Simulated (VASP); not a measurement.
# Ca (Fm-3m) in VASP: single point with r2SCAN

Aim: the single point of Ca with r2SCAN.

Program: VASP 6.6.1. These are calculated values, not measurements. Logs are shortened: lines on timing, memory, paths and dates and some standing lists are left out, and cuts for length are marked.

## Step 1: The cell of the first run

Symmetry: Fm-3m, No. 225, cubic system. Conventional cell: a = 5.580 Å, b = 5.580 Å, c = 5.580 Å, α = 90.00°, β = 90.00°, γ = 90.00°. Within 5.2 Å of Ca (site symmetry m-3m) lie 12 Ca at 3.95 Å.

## Step 2: Single point, r2SCAN

POSCAR reads:

```
Ca
1.0
    0.0000000000      2.7900004710      2.7900004710
    2.7900004710      0.0000000000      2.7900004710
    2.7900004710      2.7900004710      0.0000000000
Ca
1
Direct
    0.0000000000      0.0000000000      0.0000000000
```

INCAR.step1 reads:

```
PREC = Accurate
ENCUT = 520
ISMEAR = 0
SIGMA = 0.05
LREAL = False
LASPH = True
NELM = 80
NBANDS = 11
GGA = PE
ALGO = Normal
EDIFF = 1E-4
LWAVE = True
LCHARG = False
```

INCAR.step2 reads:

```
PREC = Accurate
ENCUT = 520
EDIFF = 1E-7
ISMEAR = 0
SIGMA = 0.05
LREAL = False
LASPH = True
NELM = 80
ALGO = Normal
ISIF = 2
LWAVE = False
LCHARG = False
METAGGA = R2SCAN
LMIXTAU = True
NBANDS = 11
ISTART = 1
```

KPOINTS reads:

```
Automatic mesh
0
Gamma
  10 10 10
```

Potentials or basis: VASP PAW PBE potentials, release 64 (Ca_sv).

On the command line:

```bash
> cat potpaw_PBE.64/Ca_sv/POTCAR > POTCAR
> cp INCAR.step1 INCAR
> mpirun -np 1 vasp_std > vasp.out
> cp INCAR.step2 INCAR
> mpirun -np 1 vasp_std > vasp.out
```

OUTCAR:

```text
PREC = Accurate
   ENCUT = 520
   EDIFF = 1E-7
   ISMEAR = 0
   LREAL = False
   LASPH = True
   NELM = 80
   ISIF = 2
   METAGGA = R2SCAN
   ISTART = 1

 ion  position               nearest neighbor table
   1  0.000  0.000  0.000-

  LATTYP: Found a face centered cubic cell.
 ALAT       =     5.5800009420

  Lattice vectors:

 A1 = (   0.0000000000,   2.7900004710,   2.7900004710)
 A2 = (   2.7900004710,   0.0000000000,   2.7900004710)
 A3 = (   2.7900004710,   2.7900004710,   0.0000000000)

Analysis of symmetry for initial positions (statically):
=====================================================================
 Subroutine PRICEL returns:
 Original cell was already a primitive cell.

 Routine SETGRP: Setting up the symmetry group for a
 face centered cubic supercell.

 Subroutine GETGRP returns: Found 48 space group operations
 (whereof 48 operations were pure point group operations)
 out of a pool of 48 trial point group operations.

The static configuration has the point symmetry O_h .

Analysis of symmetry for dynamics (positions and initial velocities):
=====================================================================
 Subroutine PRICEL returns:
 Original cell was already a primitive cell.

 Routine SETGRP: Setting up the symmetry group for a
 face centered cubic supercell.

 Subroutine GETGRP returns: Found 48 space group operations
 (whereof 48 operations were pure point group operations)
 out of a pool of 48 trial point group operations.

The dynamic configuration has the point symmetry O_h .

 Subroutine INISYM returns: Found 48 space group operations
 (whereof 48 operations are pure point group operations),
 and found     1 'primitive' translations

----------------------------------------------------------------------------------------

                                     Primitive cell

  volume of cell :      43.4353

  direct lattice vectors                    reciprocal lattice vectors
     0.000000000  2.790000471  2.790000471    -0.179211439  0.179211439  0.179211439
     2.790000471  0.000000000  2.790000471     0.179211439 -0.179211439  0.179211439
     2.790000471  2.790000471  0.000000000     0.179211439  0.179211439 -0.179211439

  length of vectors
     3.945656505  3.945656505  3.945656505     0.310403318  0.310403318  0.310403318

  position of ions in fractional coordinates (direct lattice)
     0.000000000  0.000000000  0.000000000

  ion indices of the primitive-cell ions
   primitive index   ion index
                 1           1

----------------------------------------------------------------------------------------

 KPOINTS: Automatic mesh

Automatic generation of k-mesh.
 Grid dimensions read from file:
 generate k-points for:   10   10   10

 Generating k-lattice:

  Cartesian coordinates                     Fractional coordinates (reciprocal lattice)
    -0.017921144  0.017921144  0.017921144     0.100000000  0.000000000  0.000000000
     0.017921144 -0.017921144  0.017921144     0.000000000  0.100000000  0.000000000
     0.017921144  0.017921144 -0.017921144     0.000000000  0.000000000  0.100000000

  Length of vectors
     0.031040332  0.031040332  0.031040332

  Shift w.r.t. Gamma in fractional coordinates (k-lattice)
     0.000000000  0.000000000  0.000000000

 Subroutine IBZKPT returns following result:
 ===========================================

 Found     47 irreducible k-points:

 Following reciprocal coordinates:
            Coordinates               Weight
  0.000000  0.000000  0.000000      1.000000
  0.100000  0.000000  0.000000      8.000000
  0.200000  0.000000  0.000000      8.000000
  0.300000  0.000000  0.000000      8.000000
  0.400000  0.000000  0.000000      8.000000
  0.500000  0.000000  0.000000      4.000000
[... 16 lines left out ...]
  0.300000  0.300000  0.000000      6.000000
  0.400000  0.300000  0.000000     24.000000
 [... further k-points ...]
   k-points           NKPTS =     47   k-points in BZ     NKDIM =     47   number of bands    NBANDS=     11
   number of dos      NEDOS =    301   number of ions     NIONS =      1
   total plane-waves  NPLWV =  27000
   dimension x,y,z NGX =    30 NGY =   30 NGZ =   30
   dimension x,y,z NGXF=    60 NGYF=   60 NGZF=   60
   ions per type =               1
   NGX,Y,Z   is equivalent  to a cutoff of  12.64, 12.64, 12.64 a.u.
   NGXF,Y,Z  is equivalent  to a cutoff of  25.28, 25.28, 25.28 a.u.
 SYSTEM =  unknown system
   PREC   = accura    normal or accurate (medium, high low for compatibility)
   ISTART =      1    job   : 0-new  1-cont  2-samecut
   ICHARG =      0    charge: 1-file 2-atom 10-const
   ISPIN  =      1    spin polarized calculation?
   LNONCOLLINEAR =      F non collinear calculations
   LSORBIT =      F    spin-orbit coupling
   LASPH  =      T    aspherical Exc in radial PAW
   ENCUT  =  520.0 eV  38.22 Ry    6.18 a.u.   7.34  7.34  7.34*2*pi/ulx,y,z
   NELM   =     80;   NELMIN=  2; NELMDL=  0     # of ELM steps
   EDIFF  = 0.1E-06   stopping-criterion for ELM
   LREAL  =      F    real-space projection
   EDIFFG = 0.1E-05   stopping-criterion for IOM
   NSW    =      0    number of steps for IOM
   IBRION =     -1    ionic relax: 0-MD 1-quasi-New 2-CG
   NFREE  =      0    steps in history (QN), initial steepest desc. (CG)
   ISIF   =      2    stress and relaxation
   ISYM   =      2    0-nonsym 1-usesym 2-fastsym
   POTIM  = 0.5000    time-step for ionic-motion
   TEBEG  =    0.0;   TEEND  =   0.0 temperature during run
   PSTRESS=    0.0 pullay stress
   NELECT =      10.0000    total number of electrons
   NUPDOWN=      -1.0000    fix difference up-down
   EMIN   =  10.00;   EMAX   =-10.00  energy-range for DOS
   EFERMI =   0.00;   METHOD = LEGACY
   ISMEAR =     0;   SIGMA  =   0.05  broadening in eV -4-tet -1-fermi 0-gaus
   EFERMI_NEDOS =   21; number of points for ismear=-14 and -15
   IALGO  =     38    algorithm
   IMIX   =      4    mixing-type and parameters
     AMIX     =   0.40;   BMIX     =  1.00
     AMIX_MAG =   1.60;   BMIX_MAG =  1.00
  volume/ion in A,a.u.               =      43.44       293.12
  Fermi-wavevector in a.u.,A,eV,Ry     =   1.003369  1.896092 13.697649  1.006749
  Thomas-Fermi vector in A             =   2.135916
   LORBIT       =      0    0 simple, 1 ext, 2 COOP (PROOUT), +10 PAW based schemes
   METAGGA = R2SCAN    functional components
   LHFCALC =     F    Hartree Fock is set to
   AEXX    =    0.0000 exact exchange contribution
   IVDW    =     0    specifies the selected vdW correction
   LEPSILON=     F    determine dielectric tensor
   LRPA    =     F    only Hartree local field effects (RPA)
 non-spin polarized calculation
 Gauss-broadening in eV      SIGMA  =   0.05
  energy-cutoff  :      520.00
  volume of cell :       43.44
 maximum number of plane-waves:      1211
 NGX is ok and might be reduce to    30
   NGX = 15   NGY = 15   NGZ = 15

 number of electron       9.9999997 magnetization

 Free energy of the ion-electron system (eV)
  ---------------------------------------------------
  ext. energy  EPLUGINS =         0.00000000
  ---------------------------------------------------
  free energy    TOTEN  =        -7.03557568 eV

  energy without entropy =       -7.03426609  energy(sigma->0) =       -7.03492089

 E-fermi :   1.9086     XC(G=0):  -8.1249

 val. band max:        1.8705651154   @ k =  -0.4000   0.3000   0.0000
 cond. band min:       1.9131533222   @ k =  -0.3000   0.4000   0.1000
 fundamental gap:      0.0425882069
 Fermi energy:         1.9086361284

 k-point     1 :       0.0000    0.0000    0.0000
  band No.  band energies     occupation
      1     -41.9662      2.00000
      2     -21.9976      2.00000
      3     -21.9976      2.00000
      4     -21.9975      2.00000
      5      -2.3511      2.00000
      6       4.5503      0.00000
      7       4.5504      0.00000
      8       4.5504      0.00000
      9       5.6406      0.00000
     10       5.6406      0.00000
     11      11.3630      0.00000

 k-point     2 :       0.1000    0.0000    0.0000
  band No.  band energies     occupation
      1     -41.9650      2.00000
      2     -22.0103      2.00000
      3     -21.9993      2.00000
      4     -21.9992      2.00000
      5      -2.1747      2.00000
      6       4.3478      0.00000
      7       4.6134      0.00000
      8       4.6135      0.00000
      9       5.5849      0.00000
     10       5.5849      0.00000
     11      11.5250      0.00000

 k-point     3 :       0.2000    0.0000    0.0000
  band No.  band energies     occupation
      1     -41.9619      2.00000
      2     -22.0436      2.00000
      3     -22.0038      2.00000
      4     -22.0037      2.00000
      5      -1.6613      2.00000
      6       3.8357      0.00000
      7       4.6990      0.00000
      8       4.6990      0.00000
      9       5.5591      0.00000
     10       5.5591      0.00000
     11      10.4236      0.00000

 k-point     4 :       0.3000    0.0000    0.0000
  band No.  band energies     occupation
      1     -41.9580      2.00000
      2     -22.0843      2.00000
      3     -22.0094      2.00000
      4     -22.0093      2.00000
      5      -0.8610      2.00000
      6       3.1484      0.00000
      7       4.6147      0.00000
      8       4.6147      0.00000
      9       5.8049      0.00000
     10       5.8049      0.00000
     11       8.9292      0.00000
[... 239 lines left out ...]
 k-point    22 :      -0.2000    0.2000    0.0000
  band No.  band energies     occupation
      1     -41.9566      2.00000
      2     -22.0779      2.00000
      3     -22.0341      2.00000
      4     -22.0087      2.00000
      5      -0.5966      2.00000
      6       3.2878      0.00000
      7       4.0716      0.00000
      8       4.9912      0.00000
      9       5.2427      0.00000
     10       6.2734      0.00000
     11       9.4068      0.00000

 k-point    23 :       0.3000    0.3000    0.0000
  band No.  band energies     occupation
      1     -41.9552      2.00000
      2     -22.0803      2.00000
      3     -22.0290      2.00000
      4     -22.0289      2.00000
      5      -0.4052      2.00000
      6       3.1822      0.00000
      7       3.9707      0.00000
      8       5.3948      0.00000
      9       5.3949      0.00000
     10       6.0728      0.00000
     11      10.2788      0.00000

 k-point    24 :       0.4000    0.3000    0.0000
  band No.  band energies     occupation
      1     -41.9527      2.00000
      2     -22.0979      2.00000
      3     -22.0385      2.00000
      4     -22.0344      2.00000
      5       0.2836      2.00000
      6       2.9223      0.00000
      7       3.5544      0.00000
      8       5.5050      0.00000
      9       5.8124      0.00000
     10       6.2824      0.00000
     11       8.8881      0.00000

 [... further k-points ...]

------------------------ aborting loop because EDIFF is reached ----------------------------------------

  FORCE on cell =-STRESS in cart. coord.  units (eV):
  Direction    XX          YY          ZZ          XY          YZ          ZX
  --------------------------------------------------------------------------------------
  -------------------------------------------------------------------------------------
  Total       -0.0301896     -0.0301896     -0.0301896     -0.0000000      0.0000000     -0.0000000
  in kB       -1.1135881     -1.1135881     -1.1135881     -0.0000000      0.0000000     -0.0000000
  external PRESSURE =      -1.1135881 kB  Pullay stress =       0.0000000 kB

 VOLUME and BASIS-vectors are now :
 -----------------------------------------------------------------------------
  energy-cutoff  :      520.00
  volume of cell :       43.44
      direct lattice vectors                 reciprocal lattice vectors
     0.000000000  2.790000471  2.790000471    -0.179211439  0.179211439  0.179211439
     2.790000471  0.000000000  2.790000471     0.179211439 -0.179211439  0.179211439
     2.790000471  2.790000471  0.000000000     0.179211439  0.179211439 -0.179211439

 POSITION                                       TOTAL-FORCE (eV/Angst)
 -----------------------------------------------------------------------------------
      0.00000      0.00000      0.00000         0.000000     -0.000000      0.000000
 -----------------------------------------------------------------------------------
    total drift:                               -0.000000     -0.000000      0.000000

  FREE ENERGIE OF THE ION-ELECTRON SYSTEM (eV)
  ---------------------------------------------------
  free  energy   TOTEN  =        -7.0355756822 eV

  energy  without entropy=       -7.0342660882  energy(sigma->0) =       -7.03492089
```

Wall time 2.2 min (1 thread of Intel Xeon 8259CL, shared host); peak memory 0.18 GiB.

Results:

```yaml
Free_energy: -7.0356 eV
Pressure: -0.1 GPa
Band_gap_on_the_k_mesh: zero (bands 5 and 6 overlap by 0.49 eV)
```

Caveat: the PAW data sets were made with another functional, which shifts forces and pressure a little.
